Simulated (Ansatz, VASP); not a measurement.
**InP in VASP and in Ansatz**

Contents of INCAR:

```
SYSTEM = InP
ALGO = Normal
EDIFF = 1E-8
ENCUT = 520
GGA = PE
ISIF = 2
ISMEAR = -1
LASPH = .TRUE.
LCHARG = .FALSE.
LEFG = .TRUE.
LREAL = .FALSE.
LWAVE = .FALSE.
NBANDS = 16
NELM = 60
PREC = Accurate
SIGMA = 0.03
```

KPOINTS

```
k-points
0
G
  6 6 6
  0 0 0
```

Contents of POSCAR:

```
InP
1.0
    0.0000000000      2.9305000000      2.9305000000
    2.9305000000      0.0000000000      2.9305000000
    2.9305000000      2.9305000000      0.0000000000
In P
1 1
Direct
    0.0000000000      0.0000000000      0.0000000000
    0.7500000000      0.7500000000      0.7500000000
```

Input for Ansatz:

```yaml
crystal:
  lattice:
    - [0.0, 2.9305, 2.9305]
    - [2.9305, 0.0, 2.9305]
    - [2.9305, 2.9305, 0.0]
  atoms:
    - { symbol: In, position: [0.0, 0.0, 0.0] }
    - { symbol: P, position: [0.75, 0.75, 0.75] }
kpoints:
  mp_grid: { grid: [6, 6, 6] }
scf:
  occupations: { method: fermi_dirac, width: 0.03 }
hamiltonian:
  xc: pbe
  pseudopotentials: { kind: paw }
output:
  forces: true
  stress: true
  eigenvalues: true
  efg: { contact_densities: true }
```

Alike in both runs: task electric field gradients; functional PBE; k mesh 6 × 6 × 6; occupations fermi-dirac, width 0.03 eV; no spin polarisation.

|  | VASP | Ansatz |
| --- | --- | --- |
| version | VASP 6.6.1 | Ansatz 0.2.0 |
| potentials or method | VASP PAW PBE potentials, release 64 (In_d, P) | PAW with Ansatz's default frozen-core files, scalar-relativistic |
| plane-wave cutoff (eV) | 520 | 420 |
| valence electrons in the cell | 18 | 18 |

|  | VASP | Ansatz | Ansatz less VASP |
| --- | --- | --- | --- |
| pressure (GPa) | 3.3 | 3.3 | +0.05 |

The functional is the same, so the differences come from potentials, cutoffs and numerics.
